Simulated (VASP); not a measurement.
Write the native input for VASP 6.6.1 that does the following.

```yaml
Task: single point
Functional: PBE
Potentials_or_basis: VASP PAW PBE potentials, release 64 (Ba_sv, Zr_sv, O)
Cutoff: 520 eV
k_mesh: 6 × 6 × 6
Occupations: gaussian, width 0.05 eV
Spin: no spin polarisation
Dipole_correction: no
Further_INCAR_settings: ALGO = Normal; EDIFF = 1e-06; NBANDS = 28
```

The structure of BaZrO3 lies in POSCAR:

```
BaZrO3
1.0
    4.1913400000      0.0628701000      0.0000000000
    0.0628701000      4.1913400000      0.0000000000
    0.0000000000      0.0000000000      4.1913400000
Ba Zr O
1 1 3
Direct
    0.0000000000      0.0000000000      0.0000000000
    0.5000000000      0.5000000000      0.5000000000
    0.0000000000      0.5000000000      0.5000000000
    0.5000000000      0.0000000000      0.5000000000
    0.5000000000      0.5000000000      0.0000000000
```

The input as run:

INCAR

```
  PREC = Accurate
  ENCUT = 520
  EDIFF = 1E-6
  ISMEAR = 0
  SIGMA = 0.05
  LREAL = F
  LASPH = T
  NELM = 100
  ALGO = Normal
  ISIF = 2
  LWAVE = F
  LCHARG = T
  GGA = PE
  LELF = T
  LVHAR = T
  NBANDS = 28
```

KPOINTS

```
regular mesh
0
Gamma
  6 6 6
```

Potentials or basis: VASP PAW PBE potentials, release 64 (Ba_sv, Zr_sv, O).

Run with:

```console
$ cat potpaw_PBE.64/Ba_sv/POTCAR potpaw_PBE.64/Zr_sv/POTCAR potpaw_PBE.64/O/POTCAR > POTCAR
$ mpirun -np 1 vasp_std > vasp.out
```

It gave:

| Property | Result |
| --- | --- |
| Pressure | 5.1 GPa |
| Band gap on the k mesh | 3.06 eV, indirect (least direct gap 3.25 eV) |

Caveat: spin-orbit coupling is left out, which moves the levels of the heavy elements.

It took 30 s on 1 thread of Intel(R) Xeon(R) 6975P-C (Granite Rapids) (shared host), peak memory 0.24 GiB.
